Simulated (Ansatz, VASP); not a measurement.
**HfB: VASP beside Ansatz**

```
Hf B
1.0
     0.00000    2.32530    2.32530
     2.32530    0.00000    2.32530
     2.32530    2.32530    0.00000
Hf B
1 1
Direct
  0.50000 0.50000 0.50000
  0.00000 0.00000 0.00000
```

Change from the starting cell: volume scaled by 1.02.

Alike in both runs: task single point; functional LDA; k mesh 10 × 10 × 10; occupations fermi-dirac, width 0.05 eV; no spin polarisation.

|  | VASP | Ansatz |
| --- | --- | --- |
| version | VASP 6.6.1 | Ansatz 0.2.0 |
| potentials or method | VASP PAW LDA potentials, release 64 (Hf_pv, B), cutoff 520 eV | all-electron LAPW, scalar-relativistic |

|  | VASP | Ansatz | Ansatz less VASP |
| --- | --- | --- | --- |
| gap on the k mesh at the Fermi level (eV) | none | none | - |
| pressure (GPa) | 14.6 | 13.1 | -1.50 |

LDA's correlation is that of Perdew and Zunger in VASP and of Perdew and Wang (1992) in Ansatz. A gap of «none» marks a metal or a gap that the smearing closes. Ansatz ran all-electron here, and VASP with PAW potentials.

Spin-orbit coupling is off throughout.
